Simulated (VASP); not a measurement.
# CdMoC4 (I4_1/a) in VASP: single point with r2SCAN

Aim: the single point of CdMoC4 with r2SCAN.

Everything below comes from runs of VASP 6.6.1. Logs are shortened: lines on timing, memory, paths and dates and some standing lists are left out, and cuts for length are marked.

### Step 1. The cell of the first run

It takes space group I4_1/a (No. 88, tetragonal). The conventional cell has a = 5.062 Å, b = 5.062 Å, c = 10.957 Å, α = 90.00°, β = 90.00°, γ = 90.00°. C (site symmetry 1) has 1 Mo at 1.79 Å and 2 Cd at 2.23 to 2.45 Å within 2.5 Å. Within 3.0 Å of Cd (site symmetry -4) lie 8 C at 2.23 to 2.45 Å. Within 2.4 Å of Mo (site symmetry -4) lie 4 C at 1.79 Å.

### Step 2. Single point, r2SCAN

POSCAR reads:

```
CdMoC4
1.0
    0.0000000000      5.0623310000      0.0000000000
    5.0623310000      0.0000000000      0.0000000000
    2.5311650000      2.5311650000     -5.4784800000
C Cd Mo
8 2 2
Direct
    0.2350000000      0.3450000000      0.8100000000
    0.0950000000      0.2050000000      0.3100000000
    0.9550000000      0.8450000000      0.8100000000
    0.5950000000      0.4850000000      0.3100000000
    0.5150000000      0.9050000000      0.6900000000
    0.6550000000      0.0450000000      0.1900000000
    0.7950000000      0.4050000000      0.6900000000
    0.1550000000      0.7650000000      0.1900000000
    0.5000000000      0.5000000000      0.0000000000
    0.2500000000      0.7500000000      0.5000000000
    0.0000000000      0.0000000000      0.0000000000
    0.7500000000      0.2500000000      0.5000000000
```

INCAR.step1 reads:

```
PREC = Accurate
ENCUT = 520
ISMEAR = -1
SIGMA = 0.1
LREAL = F
LASPH = T
NELM = 100
NBANDS = 54
GGA = PE
ALGO = Normal
EDIFF = 1E-4
LWAVE = T
LCHARG = F
```

INCAR.step2 reads:

```
PREC = Accurate
ENCUT = 520
EDIFF = 1E-7
ISMEAR = -1
SIGMA = 0.1
LREAL = F
LASPH = T
NELM = 100
ALGO = Normal
ISIF = 2
LWAVE = F
LCHARG = F
METAGGA = R2SCAN
LMIXTAU = T
NBANDS = 54
ISTART = 1
```

KPOINTS reads:

```
regular mesh
0
Gamma
  6 6 6
```

Potentials or basis: VASP PAW PBE potentials, release 64 (C, Cd, Mo_sv).

Command:

```console
$ cat potpaw_PBE.64/C/POTCAR potpaw_PBE.64/Cd/POTCAR potpaw_PBE.64/Mo_sv/POTCAR > POTCAR
$ cp INCAR.step1 INCAR
$ mpirun -np 1 vasp_std > vasp.out
$ cp INCAR.step2 INCAR
$ mpirun -np 1 vasp_std > vasp.out
```

OUTCAR:

```text
PREC = Accurate
   ENCUT = 520
   EDIFF = 1E-7
   ISMEAR = -1
   LREAL = F
   LASPH = T
   NELM = 100
   ISIF = 2
   METAGGA = R2SCAN
   ISTART = 1

 ion  position               nearest neighbor table
   1  0.235  0.345  0.810-  11 1.79  10 2.23   9 2.45
   2  0.095  0.205  0.310-  12 1.79   9 2.23  10 2.45
   3  0.955  0.845  0.810-  11 1.79  10 2.23   9 2.45
   4  0.595  0.485  0.310-  12 1.79   9 2.23  10 2.45
   5  0.515  0.905  0.690-  12 1.79   9 2.23  10 2.45
   6  0.655  0.045  0.190-  11 1.79  10 2.23   9 2.45
   7  0.795  0.405  0.690-  12 1.79   9 2.23  10 2.45
   8  0.155  0.765  0.190-  11 1.79  10 2.23   9 2.45
   9  0.500  0.500  0.000-   4 2.23   7 2.23   5 2.23   2 2.23   1 2.45   8 2.45   6 2.45   3 2.45
                            11 3.58  11 3.58  11 3.58  11 3.58  10 3.73  10 3.73  10 3.73  10 3.73
  10  0.250  0.750  0.500-   8 2.23   3 2.23   1 2.23   6 2.23   5 2.45   4 2.45   2 2.45   7 2.45
                            12 3.58  12 3.58  12 3.58  12 3.58   9 3.73   9 3.73   9 3.73   9 3.73
  11  0.000  0.000  0.000-   3 1.79   8 1.79   6 1.79   1 1.79   9 3.58   9 3.58   9 3.58   9 3.58

  12  0.750  0.250  0.500-   7 1.79   4 1.79   2 1.79   5 1.79  10 3.58  10 3.58  10 3.58  10 3.58

  LATTYP: Found a body centered tetragonal cell.
 ALAT       =     5.0623310000
 C/A-ratio  =     2.1644100317

  Lattice vectors:

 A1 = (  -2.5311650000,   2.5311660000,   5.4784800000)
 A2 = (   2.5311660000,  -2.5311650000,   5.4784800000)
 A3 = (   2.5311650000,   2.5311650000,  -5.4784800000)

Analysis of symmetry for initial positions (statically):
=====================================================================
 Subroutine PRICEL returns:
 Original cell was already a primitive cell.

 Routine SETGRP: Setting up the symmetry group for a
 body centered tetragonal supercell.

 Subroutine GETGRP returns: Found  8 space group operations
 (whereof  4 operations were pure point group operations)
 out of a pool of 16 trial point group operations.

The static configuration has the point symmetry S_4 .
 The point group associated with its full space group is C_4h.

Analysis of symmetry for dynamics (positions and initial velocities):
=====================================================================
 Subroutine PRICEL returns:
 Original cell was already a primitive cell.

 Routine SETGRP: Setting up the symmetry group for a
 body centered tetragonal supercell.

 Subroutine GETGRP returns: Found  8 space group operations
 (whereof  4 operations were pure point group operations)
 out of a pool of 16 trial point group operations.

The dynamic configuration has the point symmetry S_4 .
 The point group associated with its full space group is C_4h.

 Subroutine INISYM returns: Found  8 space group operations
 (whereof  4 operations are pure point group operations),
 and found     1 'primitive' translations

----------------------------------------------------------------------------------------

                                     Primitive cell

  volume of cell :     140.3981

  direct lattice vectors                    reciprocal lattice vectors
     0.000000000  5.062331000  0.000000000     0.000000000  0.197537459  0.091266173
     5.062331000  0.000000000  0.000000000     0.197537459  0.000000000  0.091266173
     2.531165000  2.531165000 -5.478480000     0.000000000  0.000000000 -0.182532381

  length of vectors
     5.062331000  5.062331000  6.544259746     0.217601842  0.217601842  0.182532381

  position of ions in fractional coordinates (direct lattice)
     0.235000000  0.345000000  0.810000000
     0.095000000  0.205000000  0.310000000
     0.955000000  0.845000000  0.810000000
     0.595000000  0.485000000  0.310000000
     0.515000000  0.905000000  0.690000000
     0.655000000  0.045000000  0.190000000
     0.795000000  0.405000000  0.690000000
     0.155000000  0.765000000  0.190000000
     0.500000000  0.500000000  0.000000000
     0.250000000  0.750000000  0.500000000
     0.000000000  0.000000000  0.000000000
     0.750000000  0.250000000  0.500000000

  ion indices of the primitive-cell ions
   primitive index   ion index
                 1           1
                 2           2
                 3           3
                 4           4
                 5           5
                 6           6
                 7           7
                 8           8
                 9           9
                10          10
                11          11
                12          12

----------------------------------------------------------------------------------------

 KPOINTS: regular mesh

Automatic generation of k-mesh.
 Grid dimensions read from file:
 generate k-points for:    6    6    6

 Generating k-lattice:

  Cartesian coordinates                     Fractional coordinates (reciprocal lattice)
     0.000000000  0.032922910  0.015211029     0.166666667  0.000000000 -0.000000000
     0.032922910  0.000000000  0.015211029     0.000000000  0.166666667 -0.000000000
     0.000000000  0.000000000 -0.030422064     0.000000000  0.000000000  0.166666667

  Length of vectors
     0.036266974  0.036266974  0.030422064

  Shift w.r.t. Gamma in fractional coordinates (k-lattice)
     0.000000000  0.000000000  0.000000000

 Subroutine IBZKPT returns following result:
 ===========================================

 Found     36 irreducible k-points:

 Following reciprocal coordinates:
            Coordinates               Weight
  0.000000  0.000000  0.000000      1.000000
  0.166667  0.000000  0.000000      8.000000
  0.333333  0.000000  0.000000      8.000000
  0.500000  0.000000  0.000000      4.000000
  0.166667  0.166667  0.000000      8.000000
  0.333333  0.166667  0.000000      8.000000
[... 16 lines left out ...]
  0.333333  0.333333  0.166667      8.000000
  0.500000  0.333333  0.166667      8.000000
 [... further k-points ...]
   k-points           NKPTS =     36   k-points in BZ     NKDIM =     36   number of bands    NBANDS=     54
   number of dos      NEDOS =    301   number of ions     NIONS =     12
   total plane-waves  NPLWV =  80000
   dimension x,y,z NGX =    40 NGY =   40 NGZ =   50
   dimension x,y,z NGXF=    80 NGYF=   80 NGZF=  100
   ions per type =               8   2   2
   NGX,Y,Z   is equivalent  to a cutoff of  13.14, 13.14, 12.70 a.u.
   NGXF,Y,Z  is equivalent  to a cutoff of  26.27, 26.27, 25.40 a.u.
 SYSTEM =  unknown system
   PREC   = accura    normal or accurate (medium, high low for compatibility)
   ISTART =      1    job   : 0-new  1-cont  2-samecut
   ICHARG =      0    charge: 1-file 2-atom 10-const
   ISPIN  =      1    spin polarized calculation?
   LNONCOLLINEAR =      F non collinear calculations
   LSORBIT =      F    spin-orbit coupling
   LASPH  =      T    aspherical Exc in radial PAW
   ENCUT  =  520.0 eV  38.22 Ry    6.18 a.u.   9.41  9.41 12.17*2*pi/ulx,y,z
   NELM   =    100;   NELMIN=  2; NELMDL=  0     # of ELM steps
   EDIFF  = 0.1E-06   stopping-criterion for ELM
   LREAL  =      F    real-space projection
   EDIFFG = 0.1E-05   stopping-criterion for IOM
   NSW    =      0    number of steps for IOM
   IBRION =     -1    ionic relax: 0-MD 1-quasi-New 2-CG
   NFREE  =      0    steps in history (QN), initial steepest desc. (CG)
   ISIF   =      2    stress and relaxation
   ISYM   =      2    0-nonsym 1-usesym 2-fastsym
   POTIM  = 0.5000    time-step for ionic-motion
   TEBEG  =    0.0;   TEEND  =   0.0 temperature during run
   PSTRESS=    0.0 pullay stress
   NELECT =      84.0000    total number of electrons
   NUPDOWN=      -1.0000    fix difference up-down
   EMIN   =  10.00;   EMAX   =-10.00  energy-range for DOS
   EFERMI =   0.00;   METHOD = LEGACY
   ISMEAR =    -1;   SIGMA  =   0.10  broadening in eV -4-tet -1-fermi 0-gaus
   EFERMI_NEDOS =   21; number of points for ismear=-14 and -15
   IALGO  =     38    algorithm
   IMIX   =      4    mixing-type and parameters
     AMIX     =   0.40;   BMIX     =  1.00
     AMIX_MAG =   1.60;   BMIX_MAG =  1.00
  volume/ion in A,a.u.               =      11.70        78.95
  Fermi-wavevector in a.u.,A,eV,Ry     =   1.379476  2.606832 25.891268  1.902955
  Thomas-Fermi vector in A             =   2.504442
   LORBIT       =      0    0 simple, 1 ext, 2 COOP (PROOUT), +10 PAW based schemes
   METAGGA = R2SCAN    functional components
   LHFCALC =     F    Hartree Fock is set to
   AEXX    =    0.0000 exact exchange contribution
   IVDW    =     0    specifies the selected vdW correction
   LEPSILON=     F    determine dielectric tensor
   LRPA    =     F    only Hartree local field effects (RPA)
 non-spin polarized calculation
  energy-cutoff  :      520.00
  volume of cell :      140.40
 maximum number of plane-waves:      3832
 NGX is ok and might be reduce to    40
   NGX = 19   NGY = 19   NGZ = 25

 number of electron      83.9999985 magnetization

 Free energy of the ion-electron system (eV)
  ---------------------------------------------------
  ext. energy  EPLUGINS =         0.00000000
  ---------------------------------------------------
  free energy    TOTEN  =      -138.53529114 eV

  energy without entropy =     -138.30949419  energy(sigma->0) =     -138.42239267

 E-fermi :   5.2967     XC(G=0): -12.4616

 val. band max:        5.2925469072   @ k =   0.3333   0.3333   0.0000
 cond. band min:       5.3077673764   @ k =   0.5000   0.0000   0.1667
 fundamental gap:      0.0152204692
 Fermi energy:         5.2967250841

 k-point     1 :       0.0000    0.0000    0.0000
  band No.  band energies     occupation
      1     -56.5427      2.00000
      2     -56.5373      2.00000
      3     -30.4452      2.00000
      4     -30.3809      2.00000
      5     -30.3809      2.00000
      6     -30.3795      2.00000
[... 46 lines left out ...]
     53      11.1571      0.00000
     54      11.3668      0.00000
[... 1309 lines left out ...]
     53      10.5696      0.00000
     54      11.0422      0.00000

 [... further k-points ...]

------------------------ aborting loop because EDIFF is reached ----------------------------------------

  FORCE on cell =-STRESS in cart. coord.  units (eV):
  Direction    XX          YY          ZZ          XY          YZ          ZX
  --------------------------------------------------------------------------------------
  -------------------------------------------------------------------------------------
  Total       31.4002169     31.4002169     33.5407103     -0.0000012      0.0000031      0.0000031
  in kB      358.3290962    358.3290962    382.7557122     -0.0000133      0.0000349      0.0000349
  external PRESSURE =     366.4713015 kB  Pullay stress =       0.0000000 kB

 VOLUME and BASIS-vectors are now :
 -----------------------------------------------------------------------------
  energy-cutoff  :      520.00
  volume of cell :      140.40
      direct lattice vectors                 reciprocal lattice vectors
     0.000000000  5.062331000  0.000000000     0.000000000  0.197537459  0.091266173
     5.062331000  0.000000000  0.000000000     0.197537459  0.000000000  0.091266173
     2.531165000  2.531165000 -5.478480000     0.000000000  0.000000000 -0.182532381

 POSITION                                       TOTAL-FORCE (eV/Angst)
 -----------------------------------------------------------------------------------
      3.79675      3.23989     -4.43757         3.033798      2.234449      2.783065
      1.82244      1.26558     -1.69833        -2.234448      3.033798      2.783065
      6.32791      6.88477     -4.43757        -3.033797     -2.234448      2.783065
      3.23989      3.79675     -1.69833         2.234449     -3.033797      2.783065
      6.32791      4.35360     -3.78015        -3.033798     -2.234449     -2.783065
      0.70873      3.79675     -1.04091         2.234448     -3.033798     -2.783065
      3.79675      5.77106     -3.78015         3.033797      2.234448     -2.783065
      4.35360      1.26558     -1.04091        -2.234449      3.033797     -2.783065
      2.53117      2.53117      0.00000        -0.000000      0.000000      0.000000
      5.06233      2.53117     -2.73924        -0.000000      0.000000      0.000000
      0.00000      0.00000      0.00000        -0.000000      0.000000      0.000000
      2.53117      5.06233     -2.73924        -0.000000      0.000000      0.000000
 -----------------------------------------------------------------------------------
    total drift:                               -0.000000      0.000000      0.000000

  FREE ENERGIE OF THE ION-ELECTRON SYSTEM (eV)
  ---------------------------------------------------
  free  energy   TOTEN  =      -138.5352911384 eV

  energy  without entropy=     -138.3094941926  energy(sigma->0) =     -138.42239267
```

It took 33 min on 1 thread of Intel Xeon 8259CL, shared host; peak memory 0.45 GiB.

What came out:

- Free energy: -138.5353 eV
- Pressure: 36.6 GPa
- Largest force: 4.684 eV/Å
- Band gap on the k mesh: zero (bands 42 and 43 overlap by 0.14 eV)

Forces in eV/Å, atoms in the order of the input:
```
C    3.034  2.234  2.783
C   -2.234  3.034  2.783
C   -3.034 -2.234  2.783
C    2.234 -3.034  2.783
C   -3.034 -2.234 -2.783
C    2.234 -3.034 -2.783
C    3.034  2.234 -2.783
C   -2.234  3.034 -2.783
Cd   0.000  0.000  0.000
Cd   0.000  0.000  0.000
Mo   0.000  0.000  0.000
Mo   0.000  0.000  0.000
```

Caveat: the cell stands under pressure; the PAW data sets were made with another functional, which shifts forces and pressure a little.
